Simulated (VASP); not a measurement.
# Ni (Fm-3m) in VASP: a series of runs, part 3 of 3

VASP 6.6.1.

### Step 5. Single point, RPBE, collinear spin, ferromagnetic start

This run uses another cell than the first one, of 10.49 Å³/atom, 0.980 times its volume.

The input, INCAR:

```
SYSTEM = Ni
PREC = Accurate
ENCUT = 520
EDIFF = 1E-6
ISMEAR = 0
SIGMA = 0.05
LREAL = .FALSE.
LASPH = .TRUE.
NELM = 150
ALGO = Normal
ISIF = 2
LWAVE = .FALSE.
LCHARG = .TRUE.
ISPIN = 2
MAGMOM = 1
LORBIT = 11
LMAXMIX = 4
GGA = RP
LELF = .TRUE.
LVHAR = .TRUE.
NBANDS = 15
```

The input, KPOINTS:

```
Automatic mesh
0
G
  13 13 13
  0 0 0
```

The input, POSCAR:

```
Ni
1.0
    0.0000000000      1.7375729330      1.7375729330
    1.7375729330      0.0000000000      1.7375729330
    1.7375729330      1.7375729330      0.0000000000
Ni
1
Direct
    0.0000000000      0.0000000000      0.0000000000
```

Potentials or basis: VASP PAW PBE potentials, release 64 (Ni).

Run with:

```
cat potpaw_PBE.64/Ni/POTCAR > POTCAR
mpirun -np 1 vasp_std > vasp.out
```

OUTCAR:

```text
SYSTEM = Ni
   PREC = Accurate
   ENCUT = 520
   EDIFF = 1E-6
   ISMEAR = 0
   LREAL = .FALSE.
   LASPH = .TRUE.
   NELM = 150
   ISIF = 2
   ISPIN = 2
   LORBIT = 11
   GGA = RP

 ion  position               nearest neighbor table
   1  0.000  0.000  0.000-

  LATTYP: Found a face centered cubic cell.
 ALAT       =     3.4751458660

  Lattice vectors:

 A1 = (   0.0000000000,   1.7375729330,   1.7375729330)
 A2 = (   1.7375729330,   0.0000000000,   1.7375729330)
 A3 = (   1.7375729330,   1.7375729330,   0.0000000000)

Analysis of symmetry for initial positions (statically):
=====================================================================
 Subroutine PRICEL returns:
 Original cell was already a primitive cell.

 Routine SETGRP: Setting up the symmetry group for a
 face centered cubic supercell.

 Subroutine GETGRP returns: Found 48 space group operations
 (whereof 48 operations were pure point group operations)
 out of a pool of 48 trial point group operations.

The static configuration has the point symmetry O_h .

Analysis of symmetry for dynamics (positions and initial velocities):
=====================================================================
[... 625 lines left out ...]
      7      33.8531      0.00000
      8      38.2051      0.00000
      9      38.2051      0.00000
     10      38.2051      0.00000
     11      41.3881      0.00000
     12      41.3881      0.00000
     13      41.3881      0.00000
     14      43.9546      0.00000
[... 403 lines left out ...]
      4       8.5830      1.00000
      5      10.2327      0.00000
      6      11.3815      0.00000
      7      18.4795      0.00000
      8      29.2455      0.00000
      9      31.1192      0.00000
     10      33.2408      0.00000
     11      43.2468      0.00000
     12      43.6167      0.00000
     13      46.7699      0.00000
     14      50.2276      0.00000
     15      57.7367      0.00000

 [... further k-points ...]
[... 5 lines left out ...]
  --------------------------------------------------------------------------------------
  -------------------------------------------------------------------------------------
  Total        0.9128826      0.9128826      0.9128826     -0.0000000      0.0000000      0.0000000
  in kB      139.4011672    139.4011672    139.4011672     -0.0000000      0.0000000      0.0000000
  external PRESSURE =     139.4011672 kB  Pullay stress =       0.0000000 kB

 VOLUME and BASIS-vectors are now :
 -----------------------------------------------------------------------------
  energy-cutoff  :      520.00
  volume of cell :       10.49
      direct lattice vectors                 reciprocal lattice vectors
     0.000000000  1.737572933  1.737572933    -0.287757705  0.287757705  0.287757705
     1.737572933  0.000000000  1.737572933     0.287757705 -0.287757705  0.287757705
     1.737572933  1.737572933  0.000000000     0.287757705  0.287757705 -0.287757705

 POSITION                                       TOTAL-FORCE (eV/Angst)
 -----------------------------------------------------------------------------------
      0.00000      0.00000      0.00000         0.000000     -0.000000      0.000000
 -----------------------------------------------------------------------------------
    total drift:                                0.000000     -0.000000     -0.000000

  FREE ENERGIE OF THE ION-ELECTRON SYSTEM (eV)
  ---------------------------------------------------
  free  energy   TOTEN  =        -4.9277184633 eV

  energy  without entropy=       -4.9258872357  energy(sigma->0) =       -4.92680285

 total charge

# of ion       s       p       d       tot
------------------------------------------
    1        0.512   0.530   8.328   9.370

 magnetization (x)

# of ion       s       p       d       tot
------------------------------------------
    1       -0.006  -0.026   0.667   0.634
```

stdout:

```text
POSCAR found type information on POSCAR Ni
 POSCAR found :  1 types and       1 ions
 scaLAPACK will be used
 -----------------------------------------------------------------------------
|                                                                             |
|                                                                             |
|     You enforced a specific xc type in the INCAR file but a different       |
|     I HOPE YOU KNOW WHAT YOU ARE DOING!                                     |
|                                                                             |
 -----------------------------------------------------------------------------

 LDA part: xc-table for (Slater+PW92), standard interpolation
 POSCAR, INCAR and KPOINTS ok, starting setup
 FFT: planning ... GRIDC
 FFT: planning ... GRID_SOFT
 FFT: planning ... GRID
 WAVECAR not read
 entering main loop
```

Wall time 16 s (1 thread of Intel Xeon Platinum 8375C at 2.90GHz (Ice Lake), shared host); peak memory 0.14 GiB.

Results:

```yaml
Free_energy: -4.9277 eV
Pressure: 13.9 GPa
Net_moment: 0.62 μB per cell
Site_moments: Ni +0.63 μB
Valence_electrons_inside_the_program's_atomic_spheres: Ni 9.37
```

Caveat: the PAW data sets were made with another functional, which shifts forces and pressure a little.

### Step 6. Single point, PBE, collinear spin, ferromagnetic start

This run uses another cell than the first one, of 10.49 Å³/atom, 0.980 times its volume.

The input, INCAR:

```
SYSTEM = Ni
PREC = Accurate ; ENCUT = 520
EDIFF = 1E-7 ; ISMEAR = 0
SIGMA = 0.026000000000000002 ; LREAL = .FALSE.
LASPH = .TRUE. ; NELM = 150
ALGO = Fast ; ISIF = 2
LWAVE = .FALSE. ; LCHARG = .FALSE.
ISPIN = 2 ; MAGMOM = 1
LORBIT = 11 ; LMAXMIX = 4
GGA = PE ; NBANDS = 15
```

The input, KPOINTS:

```
regular mesh
0
G
  13 13 13
  0 0 0
```

POSCAR is that of step 5.

Potentials or basis: VASP PAW PBE potentials, release 64 (Ni).

Run with:

```
cat potpaw_PBE.64/Ni/POTCAR > POTCAR
mpirun -np 1 vasp_std > vasp.out
```

Run time: 23 s. Hardware: 1 thread of Intel Xeon Platinum 8375C at 2.90GHz (Ice Lake), shared host; peak memory 0.14 GiB.

It converged, with:

* Free energy: -5.4646 eV
* Pressure: 7.8 GPa
* Net moment: 0.62 μB per cell
* Site moments: Ni +0.63 μB
* Valence electrons inside the program's atomic spheres: Ni 9.38

Levels at points of the mesh, in eV from the Fermi level:
Spin up:
```tsv
k point	band 2	band 3	band 4	band 5	band 6	band 7	band 8	band 9
(0.00, 0.00, 0.00)	-2.55	-2.55	-2.55	-1.30	-1.30	24.01	28.16	28.16
```
Spin down:
| k point | band 1 | band 2 | band 3 | band 4 | band 5 | band 6 | band 7 | band 8 | band 9 | band 10 |
| --- | --- | --- | --- | --- | --- | --- | --- | --- | --- | --- |
| (0.00, 0.00, 0.00) | -9.31 | -1.80 | -1.80 | -1.80 | -0.73 | -0.73 | 23.86 | 28.14 | 28.14 | 28.14 |

### Step 7. The runs side by side

```tsv
level	cell	smearing	gap on the mesh (eV)	pressure (GPa)	moment (μB)
PBE	a = 2.474 Å, angles 60.0°, 1 atom	fermi-dirac 0.05 eV	none	3.5	0.62
PBE	a = 2.490 Å, angles 60.0°, 1 atom	fermi-dirac 0.05 eV	none	-0.4	0.63
PBE	a = 2.505 Å, angles 60.0°, 1 atom	fermi-dirac 0.05 eV	none	-4.0	0.63
RPBE	a = 2.457 Å, angles 60.0°, 1 atom	gaussian 0.05 eV	none	13.9	0.62
PBE	a = 2.457 Å, angles 60.0°, 1 atom	gaussian 0.026 eV	none	7.8	0.62
```

Alike in all rows: task single point; potentials or basis VASP PAW PBE potentials, release 64 (Ni); spin collinear, ferromagnetic start; k mesh 13 × 13 × 13; cutoff (eV) 520.

Caveats: the PAW data sets were made with another functional, which shifts forces and pressure a little (some runs).

Total energies depend on the potentials used, so only differences within one code and one set of settings carry meaning.
